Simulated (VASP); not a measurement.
# Rh (I4/mmm) in VASP: notebook, part 2 of 2

VASP 6.6.1.

## (4) Single point, PBE (strain +0.0500 x Voigt [1, 0, 0, 0, 0, 0])

The input, INCAR:

```
PREC     = Accurate       # precision mode
ENCUT    = 520            # plane-wave cutoff, eV
EDIFF    = 1E-6           # SCF threshold, eV
ISMEAR   = 0              # smearing method
SIGMA    = 0.15           # smearing width, eV
LREAL    = False          # projectors in reciprocal space
LASPH    = True           # aspherical terms in the spheres
NELM     = 100            # most SCF steps
ALGO     = Fast           # electronic algorithm
ISIF     = 2              # what is computed and relaxed
LWAVE    = False          # write WAVECAR
LCHARG   = False          # write CHGCAR
GGA      = PE             # functional
NBANDS   = 14             # bands
```

The input, KPOINTS:

```
Automatic mesh
0
Gamma
  26 26 26
```

The input, POSCAR:

```
Rh
1.0
    0.0000000000      1.9149654115      1.9149654115
    2.0107136821      0.0000000000      1.9149654115
    2.0107136821      1.9149654115      0.0000000000
Rh
1
Direct
    0.0000000000      0.0000000000      0.0000000000
```

Potentials or basis: VASP PAW PBE potentials, release 64 (Rh_pv).

Started as:

```bash
$ cat potpaw_PBE.64/Rh_pv/POTCAR > POTCAR
$ mpirun -np 1 vasp_std > vasp.out
```

OUTCAR:

```text
PREC = Accurate
   ENCUT = 520
   EDIFF = 1E-6
   ISMEAR = 0
   LREAL = False
   LASPH = True
   NELM = 100
   ISIF = 2
   GGA = PE

 ion  position               nearest neighbor table
   1  0.000  0.000  0.000-

  LATTYP: Found a body centered tetragonal cell.
 ALAT       =     2.7081700564
 C/A-ratio  =     1.4849242405

  Lattice vectors:

 A1 = (   2.0107136821,   0.0000000000,   1.9149654115)
 A2 = (   2.0107136821,   0.0000000000,  -1.9149654115)
 A3 = (  -2.0107136821,   1.9149654115,   0.0000000000)

Analysis of symmetry for initial positions (statically):
=====================================================================
 Subroutine PRICEL returns:
 Original cell was already a primitive cell.

 Routine SETGRP: Setting up the symmetry group for a
 body centered tetragonal supercell.

 Subroutine GETGRP returns: Found 16 space group operations
 (whereof 16 operations were pure point group operations)
 out of a pool of 16 trial point group operations.

The static configuration has the point symmetry D_4h.

Analysis of symmetry for dynamics (positions and initial velocities):
=====================================================================
 Subroutine PRICEL returns:
 Original cell was already a primitive cell.

 Routine SETGRP: Setting up the symmetry group for a
 body centered tetragonal supercell.

 Subroutine GETGRP returns: Found 16 space group operations
 (whereof 16 operations were pure point group operations)
 out of a pool of 16 trial point group operations.

The dynamic configuration has the point symmetry D_4h.

 Subroutine INISYM returns: Found 16 space group operations
 (whereof 16 operations are pure point group operations),
 and found     1 'primitive' translations

----------------------------------------------------------------------------------------

                                     Primitive cell

[... 110 lines left out ...]
  Fermi-wavevector in a.u.,A,eV,Ry     =   1.646410  3.111263 36.880830  2.710665
  Thomas-Fermi vector in A             =   2.736042
   LORBIT       =      0    0 simple, 1 ext, 2 COOP (PROOUT), +10 PAW based schemes
   GGA     = PE    functional components
   LHFCALC =     F    Hartree Fock is set to
   AEXX    =    0.0000 exact exchange contribution
   IVDW    =     0    specifies the selected vdW correction
   LEPSILON=     F    determine dielectric tensor
   LRPA    =     F    only Hartree local field effects (RPA)
 non-spin polarized calculation
 RMM-DIIS sequential band-by-band and
 Gauss-broadening in eV      SIGMA  =   0.15
  energy-cutoff  :      520.00
  volume of cell :       14.75
 maximum number of plane-waves:       408
   NGX =  9   NGY = 11   NGZ = 11

 number of electron      14.9999998 magnetization

 Free energy of the ion-electron system (eV)
  ---------------------------------------------------
  ext. energy  EPLUGINS =         0.00000000
  ---------------------------------------------------
  free energy    TOTEN  =        -7.22666585 eV

  energy without entropy =       -7.20970482  energy(sigma->0) =       -7.21818534

 E-fermi :  10.6566     XC(G=0): -13.5828

 val. band max:       10.6555377535   @ k =  -0.4231   0.5000   0.0769
 cond. band min:      10.6566895947   @ k =  -0.1538   0.1538   0.0000
 fundamental gap:      0.0011518412
 Fermi energy:        10.6565583717

 k-point     1 :       0.0000    0.0000    0.0000
  band No.  band energies     occupation
      1     -35.6070      2.00000
      2     -35.5825      2.00000
      3     -35.5825      2.00000
      4       3.2141      2.00000
      5       7.5860      2.00000
      6       8.0812      2.00000
      7       8.0812      2.00000
      8       9.4643      2.00000
      9      10.0523      2.00000
     10      26.7225      0.00000
     11      30.8891      0.00000
     12      31.4122      0.00000
     13      32.2016      0.00000
     14      32.2016      0.00000
[... 377 lines left out ...]
      1     -36.0796      2.00000
      2     -35.6888      2.00000
      3     -35.6362      2.00000
      4       5.2504      2.00000
      5       7.7798      2.00000
      6       8.2125      2.00000
      7       9.3877      2.00000
      8      10.7965      0.18706
      9      10.9065      0.01845
     10      21.1909      0.00000
     11      26.8121      0.00000
     12      31.4121      0.00000
     13      31.7769      0.00000
     14      33.0471      0.00000

 [... further k-points ...]
[... 5 lines left out ...]
  --------------------------------------------------------------------------------------
  -------------------------------------------------------------------------------------
  Total       -1.5890720     -0.6732658     -0.6732658     -0.0000000      0.0000000     -0.0000000
  in kB     -172.6442281    -73.1467540    -73.1467540     -0.0000000      0.0000000     -0.0000000
  external PRESSURE =    -106.3125787 kB  Pullay stress =       0.0000000 kB

 VOLUME and BASIS-vectors are now :
 -----------------------------------------------------------------------------
  energy-cutoff  :      520.00
  volume of cell :       14.75
      direct lattice vectors                 reciprocal lattice vectors
     0.000000000  1.914965412  1.914965412    -0.248667925  0.261101322  0.261101322
     2.010713682  0.000000000  1.914965412     0.248667925 -0.261101322  0.261101322
     2.010713682  1.914965412  0.000000000     0.248667925  0.261101322 -0.261101322

 POSITION                                       TOTAL-FORCE (eV/Angst)
 -----------------------------------------------------------------------------------
      0.00000      0.00000      0.00000         0.000000      0.000000     -0.000000
 -----------------------------------------------------------------------------------
    total drift:                               -0.000000     -0.000000      0.000000

  FREE ENERGIE OF THE ION-ELECTRON SYSTEM (eV)
  ---------------------------------------------------
  free  energy   TOTEN  =        -7.2266658520 eV

  energy  without entropy=       -7.2097048241  energy(sigma->0) =       -7.21818534
```

OSZICAR:

```text
N       E                     dE             d eps       ncg     rms          rms(c)
DAV:   1     0.121044283920E+03    0.12104E+03   -0.88323E+03 37372   0.113E+03
DAV:   2    -0.611868910276E+01   -0.12716E+03   -0.12145E+03 41020   0.338E+02
DAV:   3    -0.772395069744E+01   -0.16053E+01   -0.16022E+01 44950   0.418E+01
DAV:   4    -0.773033709974E+01   -0.63864E-02   -0.63860E-02 43690   0.271E+00
DAV:   5    -0.773039767138E+01   -0.60572E-04   -0.60571E-04 44972   0.234E-01    0.853E+00
RMM:   6    -0.723960313812E+01    0.49079E+00   -0.86120E-01 39797   0.900E+00    0.282E+00
RMM:   7    -0.722951910651E+01    0.10084E-01   -0.23577E-02 41702   0.167E+00    0.143E+00
RMM:   8    -0.722689360689E+01    0.26255E-02   -0.45812E-03 43741   0.759E-01    0.181E-01
RMM:   9    -0.722665868391E+01    0.23492E-03   -0.57180E-04 45352   0.253E-01    0.135E-02
RMM:  10    -0.722666790547E+01   -0.92216E-05   -0.51531E-05 45767   0.910E-02    0.110E-02
RMM:  11    -0.722666544887E+01    0.24566E-05   -0.48592E-06 42886   0.271E-02    0.883E-04
RMM:  12    -0.722666585202E+01   -0.40315E-06   -0.10317E-06 30916   0.133E-02
   1 F= -.72266659E+01 E0= -.72181853E+01  d E =-.169610E-01
```

stdout:

```text
POSCAR found type information on POSCAR Rh
 POSCAR found :  1 types and       1 ions
 scaLAPACK will be used
 LDA part: xc-table for (Slater+PW92), standard interpolation
 POSCAR, INCAR and KPOINTS ok, starting setup
 FFT: planning ... GRIDC
 FFT: planning ... GRID_SOFT
 FFT: planning ... GRID
 WAVECAR not read
 entering main loop
```

Run time: 3.9 min. Hardware: 1 thread of Intel Xeon Platinum 8488C (Sapphire Rapids), shared host; peak memory 0.35 GiB.

What came out:

- Free energy: -7.2267 eV
- Pressure: -10.6 GPa
- Band gap on the k mesh: zero (an odd number of electrons rules out a gap without spin polarisation)

Levels at points of the mesh, in eV from the Fermi level:
```
           k point  band 4  band 5  band 6  band 7  band 8  band 9  band 10  band 11
(0.00, 0.00, 0.00)   -7.44   -3.07   -2.58   -2.58   -1.19   -0.60    16.07    20.23
(0.50, 0.00, 0.00)   -5.55   -3.05   -2.57    0.39    0.62    0.83     7.97    15.44
(0.50, 0.50, 0.00)   -5.68   -5.33    0.45    0.67    1.10    3.53    11.86    12.44
(0.00, 0.50, 0.50)   -5.67   -5.32    0.52    0.84    0.84    2.56    10.56    13.51
```

Caveat: the cell differs from its parent crystal (strain +0.0500 x Voigt [1, 0, 0, 0, 0, 0]); the stress differs along the axes, from -17 to -7 GPa.

## (5) Single point, PBE (strain +0.0750 x Voigt [1, 0, 0, 0, 0, 0])

The input, INCAR:

```
SYSTEM = Rh
PREC = Accurate ; ENCUT = 520
EDIFF = 1E-6 ; ISMEAR = 0
SIGMA = 0.15 ; LREAL = .FALSE.
LASPH = .TRUE. ; NELM = 60
ALGO = Fast ; ISIF = 2
LWAVE = .FALSE. ; LCHARG = .TRUE.
GGA = PE ; LELF = .TRUE.
LVHAR = .TRUE. ; NBANDS = 14
```

The input, KPOINTS:

```
Automatic mesh
0
G
  26 26 26
  0 0 0
```

The input, POSCAR:

```
Rh
1.0
    0.0000000000      1.9149654115      1.9149654115
    2.0585878174      0.0000000000      1.9149654115
    2.0585878174      1.9149654115      0.0000000000
Rh
1
Direct
    0.0000000000      0.0000000000      0.0000000000
```

Started as:

```bash
$ cat potpaw_PBE.64/Rh_pv/POTCAR > POTCAR
$ mpirun -np 1 vasp_std > vasp.out
```

Wall time 4.1 min (1 thread of Intel Xeon Platinum 8488C (Sapphire Rapids), shared host); peak memory 0.35 GiB.

Results (log left out):

| Property | Result |
| --- | --- |
| Free energy | -7.1819 eV |
| Pressure | -14.6 GPa |
| Band gap on the k mesh | zero (an odd number of electrons rules out a gap without spin polarisation) |

Stress tensor (GPa, compression positive):
```
-23.71   0.00   0.00
  0.00 -10.02   0.00
  0.00   0.00 -10.02
```

Levels at points of the mesh, in eV from the Fermi level:
```
           k point  band 5  band 6  band 7  band 8  band 9  band 10
(0.00, 0.00, 0.00)   -3.11   -2.38   -2.38   -1.30   -0.45    16.11
(0.50, 0.00, 0.00)   -3.04   -2.35    0.34    0.64    0.87     7.78
(0.50, 0.50, 0.00)   -5.12    0.40    0.53    1.17    3.67    11.80
(0.00, 0.50, 0.50)   -5.13    0.52    0.80    0.80    2.27     9.91
```

Caveat: the cell differs from its parent crystal (strain +0.0750 x Voigt [1, 0, 0, 0, 0, 0]); the stress differs along the axes, from -24 to -10 GPa.

## (6) The runs side by side

| cell | gap on the mesh (eV) | pressure (GPa) |
| --- | --- | --- |
| a = 2.708, b = 2.675, c = 2.675 Å, angles 60.8, 59.6, 59.6°, 1 atom | none | 7.2 |
| a = 2.708, b = 2.742, c = 2.742 Å, angles 59.2, 60.4, 60.4°, 1 atom | none | -5.8 |
| a = 2.708, b = 2.777, c = 2.777 Å, angles 58.4, 60.8, 60.8°, 1 atom | none | -10.6 |
| a = 2.708, b = 2.812, c = 2.812 Å, angles 57.6, 61.2, 61.2°, 1 atom | none | -14.6 |

Alike in all rows: task single point; level PBE; potentials or basis VASP PAW PBE potentials, release 64 (Rh_pv); no spin polarisation; k mesh 26 × 26 × 26; cutoff (eV) 520; smearing gaussian 0.15 eV.

Caveats: the stress differs along the axes, from 5 to 11 GPa (at least some runs); the stress differs along the axes, from -9 to -4 GPa (at least some runs); the stress differs along the axes, from -17 to -7 GPa (at least some runs); the stress differs along the axes, from -24 to -10 GPa (at least some runs).

Total energies depend on the potentials used, so only differences within one code and one set of settings carry meaning.
